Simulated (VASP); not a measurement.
Set up this calculation in VASP 6.6.1, as the native input.

```yaml
Task: single point
Functional: LDA
Potentials_or_basis: VASP PAW LDA potentials, release 64 (Li_sv, F)
Cutoff: 520 eV
k_mesh: 10 × 10 × 10
Occupations: gaussian, width 0.05 eV
Spin: no spin polarisation
Dipole_correction: no
Further_INCAR_settings: ALGO = Normal; EDIFF = 1e-07; NBANDS = 12
```

The structure of LiF lies in POSCAR:

```
LiF
1.0
    0.0000000000      2.0643500000      1.9133000000
    2.0643500000      0.0000000000      1.9133000000
    2.0643500000      2.0643500000      0.0000000000
Li F
1 1
Direct
    0.0000000000      0.0000000000      0.0000000000
    0.5000000000      0.5000000000      0.5000000000
```

This cell differs from its parent crystal: strain +0.025 along x and y, -0.050 along z.

The input as run:

INCAR

```
SYSTEM = LiF
ALGO     = Normal         ! electronic algorithm
EDIFF    = 1E-7           ! SCF threshold, eV
ENCUT    = 520            ! plane-wave cutoff, eV
ISIF     = 2              ! what is computed and relaxed
ISMEAR   = 0              ! smearing method
LASPH    = .TRUE.         ! aspherical terms in the spheres
LCHARG   = .TRUE.         ! write CHGCAR
LELF     = .TRUE.         ! ELF
LREAL    = .FALSE.        ! projectors in reciprocal space
LVHAR    = .TRUE.       
LWAVE    = .FALSE.        ! write WAVECAR
NBANDS   = 12             ! bands
NELM     = 100            ! most SCF steps
PREC     = Accurate       ! precision mode
SIGMA    = 0.05           ! smearing width, eV
```

KPOINTS

```
k-points
0
G
  10 10 10
  0 0 0
```

Potentials or basis: VASP PAW LDA potentials, release 64 (Li_sv, F).

Run with:

```sh
$ cat potpaw_LDA.64/Li_sv/POTCAR potpaw_LDA.64/F/POTCAR > POTCAR
$ mpirun -np 1 vasp_std > vasp.out
```

Results of the run:

```yaml
Band_gap_on_the_k_mesh: 8.76 eV, direct
```

Caveat: the cell differs from its parent crystal (strain +0.025 along x and y, -0.050 along z).

Run time: 14 s on 1 thread of Intel(R) Xeon(R) Platinum 8488C (Sapphire Rapids), with other jobs on the host, peak memory 0.13 GiB.
